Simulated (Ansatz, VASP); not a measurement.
HfB: VASP beside Ansatz

File INCAR:

```
  PREC = Accurate
  ENCUT = 520
  EDIFF = 1E-6
  ISMEAR = 0
  SIGMA = 0.15
  LREAL = F
  LASPH = T
  NELM = 100
  ALGO = Normal
  ISIF = 2
  LWAVE = F
  LCHARG = F
  GGA = PS
  NBANDS = 14
```

Contents of KPOINTS:

```
regular mesh
0
Gamma
  18 18 18
```

File POSCAR:

```
HfB
1.0
    0.0000000000      2.3677500000      2.4255000000
    2.3677500000      0.0000000000      2.4255000000
    2.3677500000      2.3677500000      0.0000000000
Hf B
1 1
Direct
    0.5000000000      0.5000000000      0.5000000000
    0.0000000000      0.0000000000      0.0000000000
```

Input for Ansatz:

```yaml
crystal:
  lattice:
    - [0.0, 2.36775, 2.4255]
    - [2.36775, 0.0, 2.4255]
    - [2.36775, 2.36775, 0.0]
  atoms:
    - { symbol: Hf, position: [0.5, 0.5, 0.5] }
    - { symbol: B, position: [0.0, 0.0, 0.0] }
basis:
  ecutwfc: 420
kpoints:
  mp_grid: { grid: [18, 18, 18] }
hamiltonian:
  xc: pbesol
scf:
  occupations: { method: gaussian, width: 0.15 }
output:
  forces: true
  stress: true
  eigenvalues: true
```

Change from the starting cell: strain +0.025 along x and y, +0.050 along z, atoms carried along.

Alike in both runs: task single point; functional PBEsol; k mesh 18 × 18 × 18; occupations gaussian, width 0.15 eV; no spin polarisation.

|  | VASP | Ansatz |
| --- | --- | --- |
| version | VASP 6.6.1 | Ansatz 0.2.0 |
| potentials or method | VASP PAW PBE potentials, release 64 (Hf_pv, B), cutoff 520 eV | scalar-relativistic, plane waves, PAW |
| valence electrons in the cell | 13 | 29 |

```csv
,VASP,Ansatz,Ansatz less VASP
gap on the k mesh at the Fermi level (eV),none,none,-
pressure (GPa),2.2,1.8,-0.38
"traceless stress, the component that is largest in VASP (GPa)",-5.91,-5.82,+0.091
```

VASP's potentials were made for PBE, not for PBEsol. A gap of «none» marks a metal or a gap that the smearing closes. VASP's potentials hold 13 valence electrons a cell and Ansatz's 29, so a difference there can come from the potentials and not from the codes.

Spin-orbit coupling is off throughout.
